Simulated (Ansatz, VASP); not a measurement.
# One calculation of HgTe, two programs

File POSCAR:

```
HgTe
1.0
    0.0000000000      3.2860426000      3.2860426000
    3.2860426000      0.0000000000      3.2860426000
    3.2860426000      3.2860426000      0.0000000000
Hg Te
1 1
Direct
    0.0000000000      0.0000000000      0.0000000000
    0.2500000000      0.2500000000      0.2500000000
```

Contents of INCAR.step1:

```
SYSTEM = HgTe
PREC = Accurate
ENCUT = 520
ISMEAR = -1
SIGMA = 0.1
LREAL = .False.
LASPH = .True.
NELM = 60
NBANDS = 16
GGA = PE
ALGO = Normal
EDIFF = 1E-4
LWAVE = .True.
LCHARG = .False.
```

The input INCAR.step2:

```
SYSTEM = HgTe
PREC = Accurate
ENCUT = 520
EDIFF = 1E-7
ISMEAR = -1
SIGMA = 0.1
LREAL = .False.
LASPH = .True.
NELM = 60
ALGO = Normal
ISIF = 2
LWAVE = .False.
LCHARG = .False.
METAGGA = R2SCAN
LMIXTAU = .True.
NBANDS = 16
ISTART = 1
```

KPOINTS

```
Automatic mesh
0
Gamma
  9 9 9
  0 0 0
```

Input for Ansatz:

```yaml
crystal:
  lattice:
    - [0.0, 3.2860426, 3.2860426]
    - [3.2860426, 0.0, 3.2860426]
    - [3.2860426, 3.2860426, 0.0]
  atoms:
    - { symbol: Hg, position: [0.0, 0.0, 0.0] }
    - { symbol: Te, position: [0.25, 0.25, 0.25] }
  symmetry: { tolerance: 0.0003 }
hamiltonian:
  xc: r2scan
  pseudopotentials: { kind: paw, azcp: { folder: soft_1 } }
basis:
  ecutwfc: 500
magnetization:
  spin_polarized: false
scf:
  occupations: { method: fermi_dirac, width: 0.1 }
kpoints:
  mp_grid: { grid: [9, 9, 9], shift: [0, 0, 0] }
  band_path:
    path:
      - [0.0, 0.0, 0.0]
      - [-0.5, -0.5, 0.0]
      - [-0.375, -0.375, 0.25]
      - [-0.375, 0.0, 0.375]
      - [0.0, 0.0, 0.0]
      - [0.0, 0.0, 0.5]
      - [-0.5, -0.25, 0.25]
      - [-0.5, -0.5, 0.0]
    npoints: 15
output:
  forces: true
  stress: true
  eigenvalues: true
  bader: true
  populations: true
  elf: true
  write_potential: true
  write_density: true
  volumetric_format: npy
  dos:
    e_range: [-12, 8]
    de: 0.05
    projected: { site_lists: { Hg: [Hg], Te: [Te] } }
```

Alike in both runs: task single point; functional r2SCAN; k mesh 9 × 9 × 9; occupations fermi-dirac, width 0.1 eV; no spin polarisation.

```csv
,VASP,Ansatz
version,VASP 6.6.1,Ansatz 0.2.0
potentials or method,"VASP PAW PBE potentials, release 64 (Hg, Te), cutoff 520 eV",PAW plane waves
valence electrons in the cell,18,36
```

```csv
,VASP,Ansatz,Ansatz less VASP
pressure (GPa),0.1,0.0,-0.05
```

VASP's potentials were made for PBE, not for r2SCAN. VASP's potentials hold 18 valence electrons a cell and Ansatz's 36, so a difference there can come from the potentials and not from the codes.

Spin-orbit coupling is off throughout.
